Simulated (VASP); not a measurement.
Wanted: the native input for a VASP 6.6.1 run.

* Task: single point
* Functional: PBEsol
* Potentials or basis: VASP PAW PBE potentials, release 64 (Ca_sv)
* Cutoff: 520 eV
* k mesh: 16 × 16 × 16
* Occupations: gaussian, width 0.15 eV
* Spin: no spin polarisation
* Dipole correction: no
* Further INCAR settings: ALGO = Fast; EDIFF = 1e-07; NBANDS = 11

The structure of Ca lies in POSCAR:

```
Ca
1.0
   -2.3031315389      2.3031315389      2.1188810157
    2.3031315389     -2.3031315389      2.1188810157
    2.3031315389      2.3031315389     -2.1188810157
Ca
1
Direct
    0.0000000000      0.0000000000      0.0000000000
```

This cell differs from its parent crystal: ratio of the length along z to the lengths across it x 0.92, volume and fractional coordinates fixed.

These files were run (other wordings do the same):

INCAR

```
SYSTEM = Ca
PREC = Accurate
ENCUT = 520
EDIFF = 1E-7
ISMEAR = 0
SIGMA = 0.15
LREAL = .FALSE.
LASPH = .TRUE.
NELM = 60
ALGO = Fast
ISIF = 2
LWAVE = .FALSE.
LCHARG = .TRUE.
GGA = PS
LELF = .TRUE.
LVHAR = .TRUE.
NBANDS = 11
```

KPOINTS

```
regular mesh
0
G
  16 16 16
  0 0 0
```

Potentials or basis: VASP PAW PBE potentials, release 64 (Ca_sv).

The run is started by

```bash
$ cat potpaw_PBE.64/Ca_sv/POTCAR > POTCAR
$ mpirun -np 1 vasp_std > vasp.out
```

It gave:

| Property | Result |
| --- | --- |
| Pressure | -1.6 GPa |
| Band gap on the k mesh | zero (band 5 reaches 2.01 eV, above the bottom of band 6 at 1.46 eV) |

Caveat: the PAW data sets were made with another functional, which shifts forces and pressure a little.

Wall time 110 s on 1 thread of Intel(R) Xeon(R) 6975P-C (Granite Rapids), on a shared host, peak memory 0.29 GiB.
